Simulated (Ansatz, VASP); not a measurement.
## One calculation of B, two programs

INCAR

```
PREC     = Accurate       # precision mode
ENCUT    = 600            # plane-wave cutoff, eV
EDIFF    = 1E-6           # SCF threshold, eV
ISMEAR   = 0              # smearing method
SIGMA    = 0.1            # smearing width, eV
LREAL    = False          # projectors in reciprocal space
LASPH    = True           # aspherical terms in the spheres
NELM     = 80             # most SCF steps
ALGO     = Normal         # electronic algorithm
ISIF     = 3              # what is computed and relaxed
LWAVE    = False          # write WAVECAR
LCHARG   = False          # write CHGCAR
GGA      = PE             # functional
IBRION   = 2              # ionic algorithm
NSW      = 90             # ionic steps
EDIFFG   = -0.04          # ionic threshold
```

KPOINTS

```
regular mesh
0
Gamma
  6 8 4
```

POSCAR

```
B
1.0
    3.1350812686      0.0000000000      0.0000000000
    1.1649106404      2.4027531107      0.0000000000
   -2.3083163764     -1.0309341201      4.1134314815
B
4
Direct
    0.1402995724      0.1554001772      0.3200809411
    0.3325684067      0.2856118600      0.6144642765
    0.5294672505      0.4080512196      0.5200157788
    0.7625197120      0.2019096078      0.3091112900
```

Input for Ansatz:

```yaml
crystal:
  lattice:
    - [3.1350812686, 0.0, 0.0]
    - [1.1649106404, 2.4027531107, 0.0]
    - [-2.3083163764, -1.0309341201, 4.1134314815]
  atoms:
    - { symbol: B, position: [0.1402995724, 0.1554001772, 0.3200809411] }
    - { symbol: B, position: [0.3325684067, 0.28561186, 0.6144642765] }
    - { symbol: B, position: [0.5294672505, 0.4080512196, 0.5200157788] }
    - { symbol: B, position: [0.762519712, 0.2019096078, 0.30911129] }
basis:
  ecutwfc: 420
kpoints:
  mp_grid: { grid: [6, 8, 4] }
hamiltonian:
  xc: pbe
scf:
  occupations: { method: gaussian, width: 0.1 }
  lower_state_search: "off"
output:
  forces: true
  stress: true
  eigenvalues: true
relax:
  adjacent_minimum: "off"
  f_tol: 0.04
  max_steps: 70
  cell: { stress_tol: 0.4 }
```

Alike in both runs: task relaxation of cell and atoms; functional PBE; k mesh 6 × 8 × 4; occupations gaussian, width 0.1 eV; no spin polarisation.

```csv
,VASP,Ansatz
version,VASP 6.6.1,Ansatz 0.2.0
potentials or method,"VASP PAW PBE potentials, release 64 (B), cutoff 600 eV","scalar-relativistic, plane waves, PAW"
valence electrons in the cell,12,12
```

|  | VASP | Ansatz | Ansatz less VASP |
| --- | --- | --- | --- |
| gap on the k mesh at the Fermi level, each at its own relaxed structure (eV) | none | none | - |
| relaxed volume (Å³/atom) | 7.77 | 6.61 | -1.168 |
| relaxed cell length with the largest relative difference (Å) | 4.105 | 3.158 | -0.9474 |

A gap of «none» marks a metal or a gap that the smearing closes. One of these differences is far larger than is usual between the two programs; its cause wasn't traced.

The k mesh is coarse, so the values compare programs but aren't converged.
